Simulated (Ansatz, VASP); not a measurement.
## Sb2W: VASP beside Ansatz

File POSCAR:

```
Sb2W
1.0
    3.4649380352      0.0000000000      0.0000000000
   -1.7324690176      3.0007243611      0.0000000000
    0.0000000000      0.0000000000      6.7174239015
W Sb
1 2
Direct
    0.0000000000      0.0000000000      0.0000000000
    0.3333333333      0.6666666667      0.2847523219
    0.6666666667      0.3333333333      0.7152476781
```

INCAR.step1

```
  PREC = Accurate
  ENCUT = 520
  ISMEAR = 0
  SIGMA = 0.05
  LREAL = F
  LASPH = T
  NELM = 60
  NBANDS = 19
  GGA = PE
  ALGO = Normal
  EDIFF = 1E-4
  LWAVE = T
  LCHARG = F
```

Contents of INCAR.step2:

```
  PREC = Accurate
  ENCUT = 520
  EDIFF = 1E-6
  ISMEAR = 0
  SIGMA = 0.05
  LREAL = F
  LASPH = T
  NELM = 60
  ALGO = Normal
  ISIF = 2
  LWAVE = F
  LCHARG = F
  METAGGA = R2SCAN
  LMIXTAU = T
  NBANDS = 19
  ISTART = 1
```

The input KPOINTS:

```
regular mesh
0
Gamma
  12 12 6
```

Input for Ansatz:

```yaml
crystal:
  lattice:
    - [3.4649380352, 0.0, 0.0]
    - [-1.7324690176, 3.0007243611, 0.0]
    - [0.0, 0.0, 6.7174239015]
  atoms:
    - { symbol: W, position: [0.0, 0.0, 0.0] }
    - { symbol: Sb, position: [0.3333333333, 0.6666666667, 0.2847523219] }
    - { symbol: Sb, position: [0.6666666667, 0.3333333333, 0.7152476781] }
basis:
  ecutwfc: 500
  ecutrho_ratio: 4
kpoints:
  mp_grid: { grid: [12, 12, 6] }
hamiltonian:
  xc: r2scan
scf:
  occupations: { method: gaussian, width: 0.05 }
output:
  forces: true
  stress: true
  eigenvalues: true
  populations: true
  write_density: true
  write_potential: true
  elf: true
  volumetric_format: npy
```

Alike in both runs: task single point; functional r2SCAN; k mesh 12 × 12 × 6; occupations gaussian, width 0.05 eV; no spin polarisation.

|  | VASP | Ansatz |
| --- | --- | --- |
| version | VASP 6.6.1 | Ansatz 0.2.0 |
| potentials or method | VASP PAW PBE potentials, release 64 (W_sv, Sb), cutoff 520 eV | scalar-relativistic, plane waves, PAW |
| valence electrons in the cell | 24 | 44 |

|  | VASP | Ansatz | Ansatz less VASP |
| --- | --- | --- | --- |
| gap on the k mesh at the Fermi level (eV) | none | none | - |
| pressure (GPa) | -1.5 | -1.6 | -0.09 |
| traceless stress, the component that is largest in VASP (GPa) | -1.26 | -1.26 | +0.003 |
| rms of the force components (eV/Å) | 0.157 | 0.170 | +0.0127 |

VASP's potentials were made for PBE, not for r2SCAN. Atom by atom the forces differ by 0.013 eV/Å (rms over components). A gap of «none» marks a metal or a gap that the smearing closes. VASP's potentials hold 24 valence electrons a cell and Ansatz's 44, so a difference there can come from the potentials and not from the codes.

Neither program's run includes spin-orbit coupling.
